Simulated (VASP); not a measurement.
Set up this calculation in VASP 6.6.1, as the native input.

```yaml
Task: single point
Functional: LDA
Potentials_or_basis: VASP PAW LDA potentials, release 64 (Sc_sv, Pt)
Cutoff: 520 eV
k_mesh: 12 × 12 × 12
Occupations: fermi-dirac, width 0.08 eV
Spin: non-collinear spin, zero start, spin-orbit coupling
Starting_moments: "[[0.0, 0.0, 0.0], [0.0, 0.0, 0.0]] μB"
Dipole_correction: no
Further_INCAR_settings: ALGO = Normal; EDIFF = 1e-06; NBANDS = 33
```

The structure of ScPt lies in POSCAR:

```
ScPt
1.0
    3.2299879125      0.0000000000      0.0000000000
    0.0000000000      3.2299879125      0.0000000000
    0.0000000000      0.0000000000      3.2299879125
Sc Pt
1 1
Direct
    0.5000000000      0.5000000000      0.5000000000
    0.0000000000      0.0000000000      0.0000000000
```

The input as run:

INCAR

```
  PREC = Accurate
  ENCUT = 520
  EDIFF = 1E-6
  ISMEAR = -1
  SIGMA = 0.08
  LREAL = False
  LASPH = True
  NELM = 150
  ALGO = Normal
  ISIF = 2
  LWAVE = False
  LCHARG = True
  MAGMOM = 0 0 0 0 0 0
  LORBIT = 11
  LSORBIT = True
  GGA_COMPAT = False
  LORBMOM = True
  LMAXMIX = 4
  LVHAR = True
  NBANDS = 33
```

KPOINTS

```
Automatic mesh
0
Gamma
  12 12 12
```

Potentials or basis: VASP PAW LDA potentials, release 64 (Sc_sv, Pt).

Launch:

```console
$ cat potpaw_LDA.64/Sc_sv/POTCAR potpaw_LDA.64/Pt/POTCAR > POTCAR
$ mpirun -np 1 vasp_ncl > vasp.out
```

It gave:

```
Pressure                                              : 0.5 GPa
Net moment                                            : 0.00 μB per cell
Valence electrons inside the program's atomic spheres : Sc 9.56; Pt 9.41
```

Wall time 120 s on 1 thread of AMD EPYC 9R45 96-Core Processor (Zen 5) (shared host), peak memory 0.24 GiB.
